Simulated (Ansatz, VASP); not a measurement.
# Al: VASP beside Ansatz

```
Al
1.0
     2.84367    0.00000    0.00000
    -1.42184    2.46269    0.00000
     0.00000    0.00000    6.93450
Al
3
Cartesian
  0.0000 0.0000 0.0000
  0.0000 1.6418 2.3115
  1.4218 0.8209 4.6230
```

Alike in both runs: functional PBEsol; k mesh 18 × 18 × 7; occupations gaussian, width 0.1 eV; no spin polarisation.

Ansatz relaxed the structure, and its values are those at the end. VASP's run is a single point on that final structure, the one shown.

|  | VASP | Ansatz |
| --- | --- | --- |
| version | VASP 6.6.1 | Ansatz 0.2.0 |
| potentials or method | VASP PAW PBE potentials, release 64 (Al), cutoff 520 eV | scalar-relativistic, plane waves, PAW |
| valence electrons in the cell | 9 | 9 |

|  | VASP | Ansatz | Ansatz less VASP |
| --- | --- | --- | --- |
| gap on the k mesh at the Fermi level (eV) | none | none | - |
| pressure (GPa) | 0.1 | 0.0 | -0.06 |

VASP's potentials were made for PBE, not for PBEsol. A gap of «none» marks a metal or a gap that the smearing closes. With one functional, cell and mesh, what is left measures potentials, basis and numerics.
